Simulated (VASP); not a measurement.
**NaScTe2: relaxation of cell and atoms with PBE**

The system is NaScTe2.

```xyz
4
Lattice="2.6848 -2.9042 0.0000 2.6848 2.9042 0.0000 0.0000 0.0000 9.5045" Properties=species:S:1:pos:R:3 pbc="T T T"
Na    0.0000    0.0000    0.0000
Sc    2.6848    0.0000    0.0000
Te    2.6848    0.0000    2.2070
Te    2.6848    0.0000    7.2976
```

```json
{"Program": "VASP 6.6.1", "Task": "relaxation of cell and atoms", "Functional": "PBE", "Potentials or basis": "VASP PAW PBE potentials, release 64 (Na_pv, Sc_sv, Te)", "Cutoff": "600 eV", "k mesh": "4 × 4 × 2", "Occupations": "gaussian, width 0.1 eV", "Spin": "no spin polarisation", "Dipole correction": "no", "Further INCAR settings": "ALGO = Normal; EDIFF = 1e-06; IBRION = 2; EDIFFG = -0.04; NSW = 90; ISIF = 3"}
```

```
Relaxed volume                         : 56.12 Å³/atom
Relaxed cell                           : a = 4.640 Å, b = 4.640 Å, c = 10.427 Å, α = 90.00°, β = 90.00°, γ = 90.13°
Space group after relaxing (to 0.05 Å) : P4/mmm (No. 123)
Energy gained by relaxing              : 870.6 meV/atom
Ionic steps                            : 17
Pressure after relaxing                : 0.0 GPa
Largest force after relaxing           : 0.029 eV/Å
Band gap on the k mesh                 : zero (band 15 reaches -0.50 eV, above the bottom of band 16 at -0.60 eV)
```

Forces in eV/Å, atoms in the order of the input:
```
Na   0.000  0.000  0.000
Sc   0.000  0.000  0.000
Te   0.000  0.000  0.029
Te   0.000  0.000 -0.029
```

The path:
| step | energy change (eV) | largest force (eV/Å) | pressure (GPa) | volume (Å³) |
| --- | --- | --- | --- | --- |
| 1 | 0.0000 | 8.5368 | 16.52 | 148.21 |
| 2 | 0.0793 | 1.4235 | -3.01 | 237.53 |
| 3 | -0.9620 | 1.7322 | -3.21 | 218.05 |
| 4 | -1.9005 | 1.6264 | -2.89 | 201.77 |
| 5 | -2.9947 | 0.5841 | 0.29 | 174.29 |
| 6 | -3.0177 | 0.3817 | 2.71 | 165.73 |
| 7 | -3.0433 | 0.2034 | 1.37 | 169.84 |
| 8 | -3.0448 | 0.1156 | 1.59 | 169.09 |
| 9 | -3.0445 | 0.0617 | 1.72 | 168.66 |
| 10 | -3.2261 | 0.1596 | 1.14 | 178.52 |
| 11 | -3.4587 | 0.0562 | 0.17 | 209.30 |
| 12 | -3.4657 | 0.0410 | 0.10 | 214.42 |
| 13 | -3.4677 | 0.0293 | 0.06 | 218.37 |
| 14 | -3.4759 | 0.0969 | 0.19 | 219.97 |
| 15 | -3.4775 | 0.1962 | 0.29 | 221.16 |
| 16 | -3.4809 | 0.1167 | 0.18 | 222.70 |
| 17 | -3.4826 | 0.0286 | 0.05 | 224.47 |

Final structure:
```
CELL_PARAMETERS angstrom
3.27713 -3.28440 0.00000
3.27713 3.28440 0.00000
0.00000 0.00000 10.42743
ATOMIC_POSITIONS crystal
Na 0.00000 0.00000 0.00000
Sc 0.50000 0.50000 0.00000
Te 0.50000 0.50000 0.25055
Te 0.50000 0.50000 0.74945
```

Levels at points of the mesh, in eV from the Fermi level:
| k point | band 13 | band 14 | band 15 | band 16 | band 17 | band 18 |
| --- | --- | --- | --- | --- | --- | --- |
| (0.00, 0.00, 0.00) | -0.48 | -0.48 | -0.05 | -0.05 | 0.59 | 1.45 |
| (0.50, 0.00, 0.00) | -0.41 | -0.35 | 0.03 | 0.14 | 1.14 | 1.30 |
| (0.50, 0.50, 0.00) | -1.34 | -1.33 | -0.20 | 0.20 | 2.21 | 2.21 |
| (0.00, 0.00, 0.50) | -0.50 | -0.49 | -0.03 | -0.03 | 0.59 | 1.45 |
| (0.50, 0.00, 0.50) | -0.65 | -0.36 | 0.05 | 0.16 | 1.14 | 1.36 |
| (0.50, 0.50, 0.50) | -1.31 | -1.31 | -0.42 | 0.20 | 2.16 | 2.16 |

Run time: 12 min on 1 thread of Intel(R) Xeon(R) Platinum 8488C (Sapphire Rapids), with other jobs on the host, peak memory 0.32 GiB.

Caveat: the k points lie up to 0.34 Å⁻¹ apart in the final cell; the volume moved by over 15 % at a fixed basis, so the end points are rough; spin-orbit coupling is left out, which moves the levels of the heavy elements.
